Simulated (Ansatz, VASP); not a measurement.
# Ga4AsP3 in VASP and in Ansatz

The input INCAR:

```
SYSTEM = Ga4AsP3
ALGO = Normal
EDIFF = 1E-6
EDIFFG = -0.025
ENCUT = 600
GGA = PE
IBRION = 2
ISIF = 3
ISMEAR = 0
LASPH = .True.
LCHARG = .False.
LREAL = .False.
LWAVE = .False.
NELM = 80
NSW = 80
PREC = Accurate
SIGMA = 0.1
```

KPOINTS

```
k-points
0
Gamma
  4 2 2
  0 0 0
```

File POSCAR:

```
Ga4AsP3
1.0
   -3.9363322530     -0.0040545757     -0.0024243103
    0.0074839190      3.9718068286      5.5338442687
    0.0006266011      3.9401678737     -5.5114694594
Ga P As
4 3 1
Direct
   -0.0081909662      1.0028713812      0.0035320775
    0.5260814774      0.5135443453      0.0050498708
    0.4901150977      0.9916215798      0.4815977623
    0.0186736145      0.4918798480      0.5066534366
   -0.0217434222      0.6211621457      0.8830213508
   -0.0069963789      0.1321001187      0.3724636849
    0.5030956515      0.6217751460      0.3655991715
    0.4989649262      0.1250454353      0.8820826458
```

Input for Ansatz:

```yaml
crystal:
  lattice:
    - [-3.936332253, -0.0040545757, -0.0024243103]
    - [0.007483919, 3.9718068286, 5.5338442687]
    - [0.0006266011, 3.9401678737, -5.5114694594]
  atoms:
    - { symbol: Ga, position: [-0.0081909662, 1.0028713812, 0.0035320775] }
    - { symbol: Ga, position: [0.5260814774, 0.5135443453, 0.0050498708] }
    - { symbol: Ga, position: [0.4901150977, 0.9916215798, 0.4815977623] }
    - { symbol: Ga, position: [0.0186736145, 0.491879848, 0.5066534366] }
    - { symbol: P, position: [-0.0217434222, 0.6211621457, 0.8830213508] }
    - { symbol: P, position: [-0.0069963789, 0.1321001187, 0.3724636849] }
    - { symbol: P, position: [0.5030956515, 0.621775146, 0.3655991715] }
    - { symbol: As, position: [0.4989649262, 0.1250454353, 0.8820826458] }
basis:
  ecutwfc: 420
kpoints:
  mp_grid: { grid: [4, 2, 2] }
hamiltonian:
  xc: pbe
scf:
  occupations: { method: gaussian, width: 0.1 }
  lower_state_search: "off"
output:
  forces: true
  stress: true
  eigenvalues: true
relax:
  adjacent_minimum: "off"
  f_tol: 0.025
  max_steps: 60
  cell: { stress_tol: 0.25 }
```

Change from the starting cell: cell x1, atoms moved at random (sigma 0.05 Å) and cell strained at random (1.5 %), then relaxed without symmetry.

Alike in both runs: task relaxation of cell and atoms; functional PBE; k mesh 4 × 2 × 2; occupations gaussian, width 0.1 eV; no spin polarisation.

```csv
,VASP,Ansatz
version,VASP 6.6.1,Ansatz 0.2.0
potentials or method,"VASP PAW PBE potentials, release 64 (Ga_d, P, As), cutoff 600 eV","scalar-relativistic, plane waves, PAW"
valence electrons in the cell,72,82
```

|  | VASP | Ansatz | Ansatz less VASP |
| --- | --- | --- | --- |
| gap on the k mesh at the Fermi level, each at its own relaxed structure (eV) | 1.08 | 1.11 | +0.023 |
| relaxed volume (Å³/atom) | 21.55 | 21.52 | -0.027 |
| relaxed cell length with the largest relative difference (Å) | 3.952 | 3.948 | -0.0042 |

VASP's potentials hold 72 valence electrons a cell and Ansatz's 82, so a difference there can come from the potentials and not from the codes.

The k mesh is coarse, so the values compare programs but aren't converged.
